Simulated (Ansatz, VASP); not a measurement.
**One calculation of MgCd3Te4, two programs**

Contents of INCAR:

```
ALGO     = Normal         # electronic algorithm
EDIFF    = 1E-6           # SCF threshold, eV
ENCUT    = 520            # plane-wave cutoff, eV
GGA      = PE             # functional
ISIF     = 2              # what is computed and relaxed
ISMEAR   = 0              # smearing method
LASPH    = True           # aspherical terms in the spheres
LCHARG   = False          # write CHGCAR
LREAL    = False          # projectors in reciprocal space
LWAVE    = False          # write WAVECAR
NBANDS   = 41             # bands
NELM     = 100            # most SCF steps
PREC     = Accurate       # precision mode
SIGMA    = 0.1            # smearing width, eV
```

KPOINTS

```
k-points
0
Gamma
  4 4 1
```

Contents of POSCAR:

```
MgCd3Te4
1.0
    4.6695673076      0.0000000000      0.0000000000
    0.0000000000      4.6695673076      0.0000000000
    0.0000000000      0.0000000000     13.1342200676
Mg Cd Te
1 3 4
Direct
    0.0000000000      0.0000000000      0.0000000000
    0.5000000000      0.5000000000      0.2475152446
    0.0000000000      0.0000000000      0.5000000000
    0.5000000000      0.5000000000      0.7524847554
    0.5000000000      0.0000000000      0.1207170131
    0.0000000000      0.5000000000      0.3737790566
    0.5000000000      0.0000000000      0.6262209434
    0.0000000000      0.5000000000      0.8792829869
```

Input for Ansatz:

```yaml
crystal:
  lattice:
    - [4.6695673076, 0.0, 0.0]
    - [0.0, 4.6695673076, 0.0]
    - [0.0, 0.0, 13.1342200676]
  atoms:
    - { symbol: Mg, position: [0.0, 0.0, 0.0] }
    - { symbol: Cd, position: [0.5, 0.5, 0.2475152446] }
    - { symbol: Cd, position: [0.0, 0.0, 0.5] }
    - { symbol: Cd, position: [0.5, 0.5, 0.7524847554] }
    - { symbol: Te, position: [0.5, 0.0, 0.1207170131] }
    - { symbol: Te, position: [0.0, 0.5, 0.3737790566] }
    - { symbol: Te, position: [0.5, 0.0, 0.6262209434] }
    - { symbol: Te, position: [0.0, 0.5, 0.8792829869] }
basis:
  ecutwfc: 420
kpoints:
  mp_grid: { grid: [4, 4, 1] }
hamiltonian:
  xc: pbe
scf:
  occupations: { method: gaussian, width: 0.1 }
  lower_state_search: "off"
output:
  forces: true
  stress: true
  eigenvalues: true
```

Alike in both runs: task single point; functional PBE; k mesh 4 × 4 × 1; occupations gaussian, width 0.1 eV; no spin polarisation.

```csv
,VASP,Ansatz
version,VASP 6.6.1,Ansatz 0.2.0
potentials or method,"VASP PAW PBE potentials, release 64 (Mg, Cd, Te), cutoff 520 eV","scalar-relativistic, plane waves, PAW"
valence electrons in the cell,62,134
```

VASP gave:

```
gap on the k mesh at the Fermi level (eV)                     : 0.95
least direct gap on the mesh (eV)                             : 0.95
pressure (GPa)                                                : 0.1
traceless stress, the component that is largest in VASP (GPa) : -0.10
rms of the force components (eV/Å)                            : 0.008
```

Estimate Ansatz's values.

gap on the k mesh at the Fermi level (eV): 0.95; least direct gap on the mesh (eV): 0.95; pressure (GPa): 0.0; traceless stress, the component that is largest in VASP (GPa): -0.10; rms of the force components (eV/Å): 0.003.

Atom by atom the forces differ by 0.005 eV/Å (rms over components). VASP's potentials hold 62 valence electrons a cell and Ansatz's 134, so a difference there can come from the potentials and not from the codes.

The k mesh is coarse, so the values compare programs but aren't converged. Spin-orbit coupling is off throughout.
